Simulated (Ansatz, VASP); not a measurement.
Two plane-wave programs on Li

File POSCAR:

```
Li
1.0
    0.0000000000      2.2020000000      2.1029100000
    2.2020000000      0.0000000000      2.1029100000
    2.2020000000      2.2020000000      0.0000000000
Li
1
Direct
    0.0000000000      0.0000000000      0.0000000000
```

Contents of INCAR.step1:

```
SYSTEM = Li
PREC = Accurate
ENCUT = 830
ISMEAR = 0
SIGMA = 0.15
LREAL = .FALSE.
LASPH = .TRUE.
NELM = 120
NBANDS = 8
GGA = PE
ALGO = Normal
EDIFF = 1E-5
LWAVE = .TRUE.
LCHARG = .FALSE.
GGA_COMPAT = .FALSE.
```

File INCAR.step2:

```
SYSTEM = Li
PREC = Accurate
ENCUT = 830
EDIFF = 1E-6
ISMEAR = 0
SIGMA = 0.15
LREAL = .FALSE.
LASPH = .TRUE.
NELM = 120
ALGO = Normal
ISIF = 2
LWAVE = .FALSE.
LCHARG = .FALSE.
METAGGA = R2SCAN
LMIXTAU = .TRUE.
NBANDS = 8
ISTART = 1
GGA_COMPAT = .FALSE.
```

KPOINTS

```
Automatic mesh
0
G
  18 18 18
  0 0 0
```

Input for Ansatz:

```yaml
crystal:
  lattice:
    - [0.0, 2.202, 2.10291]
    - [2.202, 0.0, 2.10291]
    - [2.202, 2.202, 0.0]
  atoms:
    - { symbol: Li, position: [0.0, 0.0, 0.0] }
basis:
  ecutwfc: 500
kpoints:
  mp_grid: { grid: [18, 18, 18] }
hamiltonian:
  xc: r2scan
scf:
  occupations: { method: gaussian, width: 0.15 }
output:
  forces: true
  stress: true
  eigenvalues: true
```

Change from the starting cell: strain -0.0450 x Voigt [0, 0, 1, 0, 0, 0], atoms carried along.

Alike in both runs: task single point; functional r2SCAN; k mesh 18 × 18 × 18; occupations gaussian, width 0.15 eV; no spin polarisation.

```csv
,VASP,Ansatz
version,VASP 6.6.1,Ansatz 0.2.0
potentials or method,"VASP PAW PBE potentials, release 64 (Li_sv), cutoff 830 eV","scalar-relativistic, plane waves, PAW"
valence electrons in the cell,3,3
```

```tsv
	VASP	Ansatz	Ansatz less VASP
gap on the k mesh at the Fermi level (eV)	none	none	-
pressure (GPa)	0.2	0.4	+0.18
traceless stress, the component that is largest in VASP (GPa)	0.13	0.15	+0.022
```

VASP's potentials were made for PBE, not for r2SCAN. A gap of «none» marks a metal or a gap that the smearing closes.
